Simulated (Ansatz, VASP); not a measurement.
## NbSi in VASP and in Ansatz

```xyz
2
Lattice="0.0000 2.5738 2.5738 2.5738 0.0000 2.5738 2.5738 2.5738 0.0000" Properties=species:S:1:pos:R:3 pbc="T T T"
Nb    0.0000    0.0000    0.0000
Si    2.5738    2.5738    2.5738
```

Alike in both runs: task single point; functional PBE; k mesh 5 × 5 × 5; occupations fermi-dirac, width 0.04 eV; no spin polarisation.

|  | VASP | Ansatz |
| --- | --- | --- |
| version | VASP 6.6.1 | Ansatz 0.2.0 |
| potentials or method | VASP PAW PBE potentials, release 64 (Nb_sv, Si), cutoff 520 eV | all-electron LAPW, scalar-relativistic |

Ansatz gave:

* gap on the k mesh at the Fermi level (eV): none
* pressure (GPa): 0.3

Problem. What did VASP give for the same quantities?

Solution. gap on the k mesh at the Fermi level (eV): none; pressure (GPa): 0.1.

A gap of «none» marks a metal or a gap that the smearing closes. Ansatz ran all-electron here, and VASP with PAW potentials.

The k mesh is coarse, so the values compare programs but aren't converged. Noted on Ansatz's run: the k mesh is thin for a metal, which can move the energy by tens of meV per atom.
